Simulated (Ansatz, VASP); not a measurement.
One calculation of SiO2, two programs

The input INCAR:

```
SYSTEM = SiO2
  ALGO = Normal
  EDIFF = 1E-6
  ENCUT = 600
  GGA = PE
  GGA_COMPAT = .False.
  ISIF = 2
  ISMEAR = 0
  LASPH = .True.
  LCHARG = .False.
  LREAL = .False.
  LWAVE = .False.
  NBANDS = 15
  NELM = 120
  PREC = Accurate
  SIGMA = 0.01
```

The input KPOINTS:

```
k-points
0
Gamma
  4 4 4
  0 0 0
```

POSCAR

```
SiO2
1.0
    0.0000000000      2.1505588500      2.1505588500
    2.1505588500      0.0000000000      2.1505588500
    2.1505588500      2.1505588500      0.0000000000
Si O
1 2
Direct
    0.0000000000      0.0000000000      0.0000000000
    0.2500000000      0.2500000000      0.2500000000
    0.7500000000      0.7500000000      0.7500000000
```

Input for Ansatz:

```yaml
crystal:
  lattice:
    - [0.0, 2.15055885, 2.15055885]
    - [2.15055885, 0.0, 2.15055885]
    - [2.15055885, 2.15055885, 0.0]
  atoms:
    - { symbol: Si, position: [0.0, 0.0, 0.0] }
    - { symbol: O, position: [0.25, 0.25, 0.25] }
    - { symbol: O, position: [0.75, 0.75, 0.75] }
basis:
  precision: f64
  xc_grid: 2
  ecutwfc: 700
  ecutrho_ratio: 4
kpoints:
  mp_grid: { grid: [4, 4, 4], shift: [0, 0, 0] }
hamiltonian:
  xc: pbe
  dispersion: none
  pseudopotentials:
    kind: paw
    azcp:
      O: "pseudopotentials/O.paw.azcp"
      Si: "pseudopotentials/Si.paw.azcp"
magnetization:
  spin_polarized: false
scf:
  lower_state_search: "off"
  max_iter: 200
  occupations: { method: fixed }
  convergence: { dr2_threshold: "1e-10 eV" }
output:
  forces: true
  stress: true
  eigenvalues: true
```

Alike in both runs: task single point; functional PBE; k mesh 4 × 4 × 4; no spin polarisation.

```csv
,VASP,Ansatz
version,VASP 6.6.1,Ansatz 0.2.0-dev
potentials or method,"VASP PAW PBE potentials, release 64 (Si, O), cutoff 600 eV",hard PAW set made for 700 eV
occupations,"gaussian, width 0.01 eV",fixed
```

|  | VASP | Ansatz | Ansatz less VASP |
| --- | --- | --- | --- |
| gap on the k mesh at the Fermi level (eV) | 2.13 | 2.15 | +0.023 |

The k mesh is coarse, so the values compare programs but aren't converged.
